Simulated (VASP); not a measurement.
Write the native input for VASP 6.6.1 that does the following.

```
Task                   : relaxation of cell and atoms
Functional             : PBEsol
Potentials or basis    : VASP PAW PBE potentials, release 64 (Eu, Mg, O, Sr_sv, W_sv)
Cutoff                 : 600 eV
k mesh                 : 6 × 6 × 6
Occupations            : gaussian, width 0.02 eV
Spin                   : collinear spin, ferromagnetic start
Starting moments       : [7.52, 0.0, 0.0, 0.0, 0.0, 0.0, 0.0, 0.0, 0.0, 0.0] μB
Hubbard terms          : Eu f U = 6.0 eV
Dipole correction      : no
Further INCAR settings : ALGO = Normal; EDIFF = 1e-06; IBRION = 2; EDIFFG = -0.005; NSW = 100; ISIF = 3
```

The structure of SrEuMgWO6 lies in POSCAR:

```
SrEuMgWO6
1.0
    0.0000000000      3.9452142340      3.9452142340
    3.9452142340      0.0000000000      3.9452142340
    3.9452142340      3.9452142340      0.0000000000
Eu Mg O Sr W
1 1 6 1 1
Direct
    0.2500000000      0.2500000000      0.2500000000
    0.0000000000      0.0000000000      0.0000000000
    0.7425240228      0.2574759772      0.2574759772
    0.2574759772      0.7425240228      0.7425240228
    0.2574759772      0.7425240228      0.2574759772
    0.7425240228      0.2574759772      0.7425240228
    0.2574759772      0.2574759772      0.7425240228
    0.7425240228      0.7425240228      0.2574759772
    0.7500000000      0.7500000000      0.7500000000
    0.5000000000      0.5000000000      0.5000000000
```

These files were run (other wordings do the same):

INCAR

```
  PREC = Accurate
  ENCUT = 600
  EDIFF = 1E-6
  ISMEAR = 0
  SIGMA = 0.02
  LREAL = F
  LASPH = T
  NELM = 150
  ALGO = Normal
  ISIF = 3
  LWAVE = F
  LCHARG = F
  ISPIN = 2
  MAGMOM = 7.52 0 0 0 0 0 0 0 0 0
  LORBIT = 11
  LMAXMIX = 6
  LDAU = T
  LDAUTYPE = 2
  LDAUL = 3 -1 -1 -1 -1
  LDAUU = 6 0 0 0 0
  LDAUJ = 0 0 0 0 0
  LDAUPRINT = 1
  GGA = PS
  IBRION = 2
  NSW = 100
  EDIFFG = -0.005
  KPAR = 2
```

KPOINTS

```
regular mesh
0
Gamma
  6 6 6
```

Potentials or basis: VASP PAW PBE potentials, release 64 (Eu, Mg, O, Sr_sv, W_sv).

Command:

```console
$ cat potpaw_PBE.64/Eu/POTCAR potpaw_PBE.64/Mg/POTCAR potpaw_PBE.64/O/POTCAR potpaw_PBE.64/Sr_sv/POTCAR potpaw_PBE.64/W_sv/POTCAR > POTCAR
$ mpirun -np 2 vasp_std > vasp.out
```

It gave:

```json
{"Relaxed volume": "12.29 Å³/atom", "Relaxed cell": "a = 5.580 Å, b = 5.580 Å, c = 5.580 Å, α = 60.00°, β = 60.00°, γ = 60.00°", "Space group after relaxing (to 0.1 Å)": "F-43m (No. 216)", "Energy gained by relaxing": "0.3 meV/atom", "Ionic steps": "4", "Pressure after relaxing": "0.0 GPa", "Band gap on the k mesh": "1.13 eV (least direct gap 1.21 eV)", "Net moment": "7.00 μB per cell", "Site moments": "Eu +6.73; Mg +0.00; O -0.01; Sr +0.00; W +0.02 μB", "Valence electrons inside the program's atomic spheres": "Eu 14.83; Mg 0.43; O 5.04; Sr 7.94; W 12.06"}
```

Caveat: the PAW data sets were made with another functional, which shifts forces and pressure a little; spin-orbit coupling is left out, which moves the levels of the heavy elements; a cell with one magnetic atom can't hold antiferromagnetic order, which such compounds often take.

It took 9.4 min on 2 MPI ranks on AMD EPYC 9R45 96-Core Processor (Zen 5), with other jobs on the host, peak memory 0.56 GiB a rank.
